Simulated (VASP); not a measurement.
# Si2Mo (P4mm) in VASP: a series of runs

Si2Mo is run at these levels: PBE; tasks: single point.

All numbers are computed with VASP 6.6.1; they aren't measurements. Logs are shortened: lines on timing, memory, paths and dates and some standing lists are left out, and cuts for length are marked.

## Step 1: The cell of the first run

Symmetry: P4mm, No. 99, tetragonal system. Conventional cell: a = 3.217 Å, b = 3.217 Å, c = 20.246 Å, α = 90.00°, β = 90.00°, γ = 90.00°. Within 3.4 Å of Si (site symmetry 4mm) lie 9 Si at 2.60 to 3.22 Å and 5 Mo at 2.62 to 2.64 Å. Si (site symmetry 4mm) has 1 Mo at 2.64 Å and 8 Si at 2.64 to 3.22 Å within 3.5 Å. Within 3.4 Å of Si (site symmetry 4mm) lie 9 Si at 2.60 to 3.22 Å and 5 Mo at 2.62 to 2.64 Å. Si (site symmetry 4mm) has 9 Si at 2.60 to 3.22 Å and 5 Mo at 2.62 to 2.64 Å within 3.4 Å. Within 3.4 Å of Si (site symmetry 4mm) lie 9 Si at 2.60 to 3.22 Å and 5 Mo at 2.62 to 2.64 Å. Si (site symmetry 4mm) has 5 Mo at 2.62 to 2.64 Å and 8 Si at 2.64 to 3.22 Å within 3.5 Å. Within 3.4 Å of Si (site symmetry 4mm) lie 9 Si at 2.60 to 3.22 Å and 4 Mo at 2.62 Å. Within 3.4 Å of Si (site symmetry 4mm) lie 9 Si at 2.60 to 3.22 Å and 5 Mo at 2.62 to 2.64 Å.

## Step 2: Single point, PBE (the distance across one plane changed)

The input, INCAR:

```
SYSTEM = Si2Mo
  ALGO = Normal
  EDIFF = 1E-7
  ENCUT = 520
  GGA = PE
  ISIF = 2
  ISMEAR = 0
  LASPH = .TRUE.
  LCHARG = .TRUE.
  LELF = .TRUE.
  LREAL = .FALSE.
  LVHAR = .TRUE.
  LWAVE = .FALSE.
  NBANDS = 56
  NELM = 80
  PREC = Accurate
  SIGMA = 0.15
```

The input, KPOINTS:

```
k-points
0
G
  14 14 3
  0 0 0
```

The input, POSCAR:

```
Si2Mo
1.0
   -3.2168473663      0.0000000000      0.0000000000
    0.0000000000     -3.2168473663      0.0000000000
    0.0000000000      0.0000000000     20.2460400265
Si Mo
8 4
Direct
    0.5000000000      0.5000000000      0.1623905899
    1.0000000000      1.0000000000      0.7456913245
    0.5000000000      0.5000000000      0.5512577463
    1.0000000000      1.0000000000      0.3568241681
    0.5000000000      0.5000000000      0.2906396473
    1.0000000000      1.0000000000      0.0962060691
    0.5000000000      0.5000000000      0.6795068037
    1.0000000000      1.0000000000      0.4850732255
    0.0000000000      0.0000000000      0.2265151186
    0.5000000000      0.5000000000      0.0320815404
    0.0000000000      0.0000000000      0.6153822750
    0.5000000000      0.5000000000      0.4209486968
```

Potentials or basis: VASP PAW PBE potentials, release 64 (Si, Mo_sv).

Launch:

```console
cat potpaw_PBE.64/Si/POTCAR potpaw_PBE.64/Mo_sv/POTCAR > POTCAR
mpirun -np 1 vasp_std > vasp.out
```

OUTCAR:

```text
SYSTEM = Si2Mo
   EDIFF = 1E-7
   ENCUT = 520
   GGA = PE
   ISIF = 2
   ISMEAR = 0
   LASPH = .TRUE.
   LREAL = .FALSE.
   NELM = 80
   PREC = Accurate

 ion  position               nearest neighbor table
   1  0.500  0.500  0.162-   5 2.60   9 2.62   9 2.62   9 2.62   9 2.62  10 2.64   6 2.64   6 2.64
                             6 2.64   6 2.64
   2  0.000  0.000  0.746-  11 2.64   7 2.64   7 2.64   7 2.64   7 2.64
   3  0.500  0.500  0.551-   7 2.60  11 2.62  11 2.62  11 2.62  11 2.62  12 2.64   8 2.64   8 2.64
                             8 2.64   8 2.64
   4  0.000  0.000  0.357-   8 2.60  12 2.62  12 2.62  12 2.62  12 2.62   9 2.64   5 2.64   5 2.64
                             5 2.64   5 2.64
   5  0.500  0.500  0.291-   1 2.60   9 2.62   9 2.62   9 2.62   9 2.62  12 2.64   4 2.64   4 2.64
                             4 2.64   4 2.64
   6  0.000  0.000  0.096-  10 2.62  10 2.62  10 2.62  10 2.62   9 2.64   1 2.64   1 2.64   1 2.64
                             1 2.64
   7  0.500  0.500  0.680-   3 2.60  11 2.62  11 2.62  11 2.62  11 2.62   2 2.64   2 2.64   2 2.64
                             2 2.64
   8  0.000  0.000  0.485-   4 2.60  12 2.62  12 2.62  12 2.62  12 2.62  11 2.64   3 2.64   3 2.64
                             3 2.64   3 2.64
   9  0.000  0.000  0.227-   1 2.62   5 2.62   1 2.62   5 2.62   1 2.62   5 2.62   1 2.62   5 2.62
                             4 2.64   6 2.64
  10  0.500  0.500  0.032-   6 2.62   6 2.62   6 2.62   6 2.62   1 2.64
  11  0.000  0.000  0.615-   3 2.62   7 2.62   3 2.62   7 2.62   3 2.62   7 2.62   3 2.62   7 2.62
                             2 2.64   8 2.64
  12  0.500  0.500  0.421-   4 2.62   4 2.62   4 2.62   4 2.62   8 2.62   8 2.62   8 2.62   8 2.62
                             5 2.64   3 2.64

  LATTYP: Found a simple tetragonal cell.
 ALAT       =     3.2168473663
 C/A-ratio  =     6.2937521496

  Lattice vectors:

 A1 = (  -3.2168473663,   0.0000000000,   0.0000000000)
 A2 = (   0.0000000000,  -3.2168473663,   0.0000000000)
 A3 = (   0.0000000000,   0.0000000000,  20.2460400265)

Analysis of symmetry for initial positions (statically):
=====================================================================
 Subroutine PRICEL returns:
 Original cell was already a primitive cell.

 Routine SETGRP: Setting up the symmetry group for a
 simple tetragonal supercell.

 Subroutine GETGRP returns: Found  8 space group operations
 (whereof  8 operations were pure point group operations)
 out of a pool of 16 trial point group operations.

The static configuration has the point symmetry C_4v.

[... 140 lines left out ...]
   POTIM  = 0.5000    time-step for ionic-motion
   TEBEG  =    0.0;   TEEND  =   0.0 temperature during run
   PSTRESS=    0.0 pullay stress
   NELECT =      88.0000    total number of electrons
   NUPDOWN=      -1.0000    fix difference up-down
   EMIN   =  10.00;   EMAX   =-10.00  energy-range for DOS
   EFERMI =   0.00;   METHOD = LEGACY
   ISMEAR =     0;   SIGMA  =   0.15  broadening in eV -4-tet -1-fermi 0-gaus
   EFERMI_NEDOS =   21; number of points for ismear=-14 and -15
   IALGO  =     38    algorithm
   IMIX   =      4    mixing-type and parameters
     AMIX     =   0.40;   BMIX     =  1.00
     AMIX_MAG =   1.60;   BMIX_MAG =  1.00
  volume/ion in A,a.u.               =      17.46       117.82
  Fermi-wavevector in a.u.,A,eV,Ry     =   1.226033  2.316866 20.451682  1.503156
  Thomas-Fermi vector in A             =   2.361049
   LORBIT       =      0    0 simple, 1 ext, 2 COOP (PROOUT), +10 PAW based schemes
   GGA     = PE    functional components
   LHFCALC =     F    Hartree Fock is set to
   AEXX    =    0.0000 exact exchange contribution
   IVDW    =     0    specifies the selected vdW correction
   LEPSILON=     F    determine dielectric tensor
   LRPA    =     F    only Hartree local field effects (RPA)
 non-spin polarized calculation
 Gauss-broadening in eV      SIGMA  =   0.15
  energy-cutoff  :      520.00
  volume of cell :      209.51
 maximum number of plane-waves:      5706
 NGX is ok and might be reduce to    24
   NGX = 11   NGY = 11   NGZ = 75

 number of electron      88.0000012 magnetization

 Free energy of the ion-electron system (eV)
  ---------------------------------------------------
  ext. energy  EPLUGINS =         0.00000000
  ---------------------------------------------------
  free energy    TOTEN  =       -88.51519667 eV

  energy without entropy =      -88.45484115  energy(sigma->0) =      -88.48501891

 E-fermi :   8.2989     XC(G=0): -10.5187

 val. band max:        8.2964250670   @ k =   0.1429   0.0714   0.0000
 cond. band min:       8.3096177839   @ k =   0.3571   0.3571   0.0000
 fundamental gap:      0.0131927169
 Fermi energy:         8.2988514916

 k-point     1 :       0.0000    0.0000    0.0000
  band No.  band energies     occupation
      1     -52.3635      2.00000
      2     -52.2477      2.00000
      3     -52.2258      2.00000
      4     -52.2254      2.00000
      5     -26.5902      2.00000
      6     -26.3887      2.00000
[... 1405 lines left out ...]
     55      11.7095      0.00000
     56      12.0229      0.00000

 [... further k-points ...]
[... 5 lines left out ...]
  --------------------------------------------------------------------------------------
  -------------------------------------------------------------------------------------
  Total       -4.9949369     -4.9949369     -0.9345588      0.0000000      0.0000000     -0.0000000
  in kB      -38.1979092    -38.1979092     -7.1468754      0.0000000      0.0000000     -0.0000000
  external PRESSURE =     -27.8475646 kB  Pullay stress =       0.0000000 kB

 VOLUME and BASIS-vectors are now :
 -----------------------------------------------------------------------------
  energy-cutoff  :      520.00
  volume of cell :      209.51
      direct lattice vectors                 reciprocal lattice vectors
    -3.216847366  0.000000000  0.000000000    -0.310863366  0.000000000  0.000000000
     0.000000000 -3.216847366  0.000000000     0.000000000 -0.310863366  0.000000000
     0.000000000  0.000000000 20.246040027     0.000000000  0.000000000  0.049392375

 POSITION                                       TOTAL-FORCE (eV/Angst)
 -----------------------------------------------------------------------------------
     -1.60842     -1.60842      3.28777        -0.000000     -0.000000     -0.697253
      0.00000      0.00000     15.09730        -0.000000     -0.000000      0.082568
     -1.60842     -1.60842     11.16079        -0.000000      0.000000     -0.159373
      0.00000      0.00000      7.22428         0.000000     -0.000000     -0.089870
     -1.60842     -1.60842      5.88430        -0.000000      0.000000      0.074681
      0.00000      0.00000      1.94779        -0.000000     -0.000000     -1.164942
     -1.60842     -1.60842     13.75732        -0.000000      0.000000      0.377004
      0.00000      0.00000      9.82081        -0.000000     -0.000000      0.007377
      0.00000      0.00000      4.58603        -0.000000     -0.000000      0.050099
     -1.60842     -1.60842      0.64952        -0.000000     -0.000000      1.672407
      0.00000      0.00000     12.45905         0.000000     -0.000000     -0.126731
     -1.60842     -1.60842      8.52254        -0.000000     -0.000000     -0.025967
 -----------------------------------------------------------------------------------
    total drift:                               -0.000000      0.000000      0.000398

  FREE ENERGIE OF THE ION-ELECTRON SYSTEM (eV)
  ---------------------------------------------------
  free  energy   TOTEN  =       -88.5151966657 eV

  energy  without entropy=      -88.4548411524  energy(sigma->0) =      -88.48501891
```

OSZICAR:

```text
N       E                     dE             d eps       ncg     rms          rms(c)
DAV:   1     0.726504832802E+03    0.72650E+03   -0.48408E+04  8880   0.146E+03
DAV:   2    -0.574869399998E+02   -0.78399E+03   -0.76250E+03  9296   0.386E+02
[... 19 lines left out ...]
DAV:  22    -0.885151955391E+02   -0.59112E-05   -0.34081E-05  9392   0.239E-02    0.456E-02
DAV:  23    -0.885151962067E+02   -0.66759E-06   -0.20571E-05  9968   0.186E-02    0.105E-02
DAV:  24    -0.885151967100E+02   -0.50337E-06   -0.41775E-06  9328   0.726E-03    0.884E-03
DAV:  25    -0.885151966342E+02    0.75839E-07   -0.10884E-06  9896   0.387E-03    0.375E-03
DAV:  26    -0.885151967368E+02   -0.10257E-06   -0.30591E-07  7096   0.217E-03    0.224E-03
DAV:  27    -0.885151966657E+02    0.71061E-07   -0.85328E-08  6616   0.103E-03
   1 F= -.88515197E+02 E0= -.88485019E+02  d E =-.603555E-01
```

Wall time 15 min (1 thread of Intel Xeon Platinum 8488C (Sapphire Rapids), shared host); peak memory 0.68 GiB.

Results:

```yaml
Free_energy: -88.5152 eV
Pressure: -2.8 GPa
Largest_force: 1.672 eV/Å
Band_gap_on_the_k_mesh: zero (bands 44 and 45 overlap by 0.77 eV)
```

Forces on the atoms (eV/Å):
```
Si   0.000  0.000 -0.697
Si   0.000  0.000  0.083
Si   0.000  0.000 -0.159
Si   0.000  0.000 -0.090
Si   0.000  0.000  0.075
Si   0.000  0.000 -1.165
Si   0.000  0.000  0.377
Si   0.000  0.000  0.007
Mo   0.000  0.000  0.050
Mo   0.000  0.000  1.672
Mo   0.000  0.000 -0.127
Mo   0.000  0.000 -0.026
```

Caveat: the cell differs from its parent crystal (the distance across one plane changed); forces of over 1 eV/Å act on the atoms, so gaps and moduli don't describe the material at rest.

## Step 3: Single point, PBE (the distance across one plane changed)

The input, INCAR:

```
PREC = Accurate
ENCUT = 520
EDIFF = 1E-6
ISMEAR = 0
SIGMA = 0.15
LREAL = False
LASPH = True
NELM = 80
ALGO = Normal
ISIF = 2
LWAVE = False
LCHARG = False
GGA = PE
NBANDS = 56
```

The input, KPOINTS:

```
Automatic mesh
0
Gamma
  14 14 3
```

The input, POSCAR:

```
Si2Mo
1.0
   -3.2168473663      0.0000000000      0.0000000000
    0.0000000000     -3.2168473663      0.0000000000
    0.0000000000      0.0000000000     16.7460400265
Si Mo
8 4
Direct
    0.5000000000      0.5000000000      0.1963309761
    1.0000000000      1.0000000000      0.9015442684
    0.5000000000      0.5000000000      0.6664731709
    1.0000000000      1.0000000000      0.4314020735
    0.5000000000      0.5000000000      0.3513846809
    1.0000000000      1.0000000000      0.1163135835
    0.5000000000      0.5000000000      0.8215268758
    1.0000000000      1.0000000000      0.5864557784
    0.0000000000      0.0000000000      0.2738578285
    0.5000000000      0.5000000000      0.0387867311
    0.0000000000      0.0000000000      0.7440000234
    0.5000000000      0.5000000000      0.5089289259
```

Potentials or basis: VASP PAW PBE potentials, release 64 (Si, Mo_sv).

Launch:

```console
cat potpaw_PBE.64/Si/POTCAR potpaw_PBE.64/Mo_sv/POTCAR > POTCAR
mpirun -np 1 vasp_std > vasp.out
```

It took 15 min on 1 thread of Intel Xeon Platinum 8488C (Sapphire Rapids), shared host; peak memory 0.58 GiB.

Results (log left out):

* Free energy: -90.5586 eV
* Pressure: -4.4 GPa
* Largest force: 1.810 eV/Å
* Band gap on the k mesh: zero (bands 44 and 45 overlap by 0.97 eV)

Forces on the atoms (eV/Å):
```
Si   0.000  0.000 -0.601
Si   0.000  0.000  1.810
Si   0.000  0.000 -0.213
Si   0.000  0.000 -0.147
Si   0.000  0.000 -0.045
Si   0.000  0.000 -0.973
Si   0.000  0.000  0.315
Si   0.000  0.000 -0.133
Mo   0.000  0.000  0.206
Mo   0.000  0.000 -1.127
Mo   0.000  0.000  0.636
Mo   0.000  0.000  0.272
```

Stress tensor (GPa, compression positive):
```
-2.64  0.00  0.00
 0.00 -2.64  0.00
 0.00  0.00 -7.96
```

Levels at points of the mesh, in eV from the Fermi level:
```csv
k point,band 41,band 42,band 43,band 44,band 45,band 46,band 47,band 48
"(0.00, 0.00, 0.00)",-0.01,-0.01,0.26,0.46,0.57,0.80,1.10,1.40
"(0.50, 0.00, 0.00)",-0.80,-0.56,-0.34,0.08,0.90,0.94,2.09,2.16
"(0.50, 0.50, 0.00)",-1.70,-1.70,-0.79,-0.79,-0.52,0.22,1.90,1.90
```

Caveat: the cell differs from its parent crystal (the distance across one plane changed); the cell stands under tension; forces of over 1 eV/Å act on the atoms, so gaps and moduli don't describe the material at rest.
